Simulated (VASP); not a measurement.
Here is a VASP 6.6.1 calculation.

POSCAR

```
GaSb
1.0
    0.0000000000      3.0658848221      3.0658848221
    3.0658848221      0.0000000000      3.0658848221
    3.0658848221      3.0658848221      0.0000000000
Ga Sb
1 1
Direct
    0.0000000000      0.0000000000      0.0000000000
    0.2500000000      0.2500000000      0.2500000000
```

File INCAR.step1:

```
PREC = Accurate
ENCUT = 400
EDIFF = 1E-5
ISMEAR = -1
SIGMA = 0.02
LREAL = False
LASPH = True
NELM = 120
ALGO = Normal
ISIF = 2
LWAVE = True
LCHARG = False
GGA = PE
NBANDS = 21
GGA_COMPAT = False
```

Contents of INCAR.step2:

```
PREC = Accurate
ENCUT = 400
EDIFF = 1E-6
ISMEAR = -1
SIGMA = 0.02
LREAL = False
LASPH = True
NELM = 120
ALGO = Normal
ISIF = 2
LWAVE = False
LCHARG = False
GGA = PE
LHFCALC = True
AEXX = 0.25
PRECFOCK = Normal
ISTART = 1
NBANDS = 21
GGA_COMPAT = False
```

The input KPOINTS:

```
Automatic mesh
0
Gamma
  4 4 4
```

Potentials or basis: VASP PAW PBE potentials, release 64 (Ga_d, Sb_d_GW).

The run is started by

```sh
$ cat potpaw_PBE.64/Ga_d/POTCAR potpaw_PBE.64/Sb_d_GW/POTCAR > POTCAR
$ cp INCAR.step1 INCAR
$ mpirun -np 1 vasp_std > vasp.out
$ cp INCAR.step2 INCAR
$ mpirun -np 1 vasp_std > vasp.out
```

Predict the band gap on the k mesh.

1.51 eV.

What does it give for the pressure?

-0.1 GPa.

Caveat: the k points lie up to 0.44 Å⁻¹ apart; the PAW data sets were made with another functional, which shifts forces and pressure a little; spin-orbit coupling is left out, which moves the levels of the heavy elements. A k mesh can miss the band edges.
